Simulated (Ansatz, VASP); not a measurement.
One calculation of BeS, two programs

POSCAR

```
BeS
1.0
    0.0000000000      2.3611663926      2.3611663926
    2.3611663926      0.0000000000      2.3611663926
    2.3611663926      2.3611663926      0.0000000000
Be S
1 1
Direct
    0.0000000000      0.0000000000      0.0000000000
    0.2500000000      0.2500000000      0.2500000000
```

INCAR.step1

```
  ALGO = Normal
  EDIFF = 1E-4
  ENCUT = 600
  GGA = PE
  ISMEAR = -5
  LASPH = True
  LCHARG = False
  LREAL = False
  LWAVE = True
  NELM = 100
  PREC = Accurate
  SIGMA = 0.1
```

File INCAR.step2:

```
  ALGO = Normal
  EDIFF = 1E-6
  EDIFFG = -0.005
  ENCUT = 600
  IBRION = 2
  ISIF = 3
  ISMEAR = -5
  ISTART = 1
  LASPH = True
  LCHARG = False
  LMIXTAU = True
  LREAL = False
  LWAVE = False
  METAGGA = R2SCAN
  NELM = 100
  NSW = 60
  PREC = Accurate
  SIGMA = 0.1
```

File KPOINTS:

```
k-points
0
Gamma
  15 15 15
```

Input for Ansatz:

```yaml
crystal:
  lattice:
    - [0.0, 2.3611663926, 2.3611663926]
    - [2.3611663926, 0.0, 2.3611663926]
    - [2.3611663926, 2.3611663926, 0.0]
  atoms:
    - { symbol: Be, position: [0.0, 0.0, 0.0] }
    - { symbol: S, position: [0.25, 0.25, 0.25] }
kpoints:
  mp_grid: { grid: [15, 15, 15] }
scf:
  occupations: { method: tetrahedron }
hamiltonian:
  xc: r2scan
  pseudopotentials: { kind: paw }
output:
  forces: true
  stress: true
  write_density: true
  write_potential: true
  elf: true
  volumetric_format: npy
relax:
  f_tol: 0.005
  max_steps: 40
  cell: {}
```

Alike in both runs: task relaxation of cell and atoms; functional r2SCAN; k mesh 15 × 15 × 15; occupations tetrahedron; no spin polarisation.

|  | VASP | Ansatz |
| --- | --- | --- |
| version | VASP 6.6.1 | Ansatz 0.2.0 |
| potentials or method | VASP PAW PBE potentials, release 64 (Be, S) | PAW with Ansatz's default frozen-core files, scalar-relativistic |
| plane-wave cutoff (eV) | 600 | 500 |
| valence electrons in the cell | 8 | 8 |

Ansatz gave:

```
gap on the k mesh at the Fermi level, each at its own relaxed structure (eV) : 3.62
relaxed volume (Å³/atom)                                                     : 14.42
relaxed cell length with the largest relative difference (Å)                 : 3.443
```

**Question.** Which values does VASP return?

**Answer.** gap on the k mesh at the Fermi level, each at its own relaxed structure (eV): 3.64; relaxed volume (Å³/atom): 14.46; relaxed cell length with the largest relative difference (Å): 3.446.

VASP's potentials were made for PBE, not for r2SCAN. Ansatz's warnings: band table not solved further, forces under tetrahedra, tetrahedron derivatives may miss energy slope.
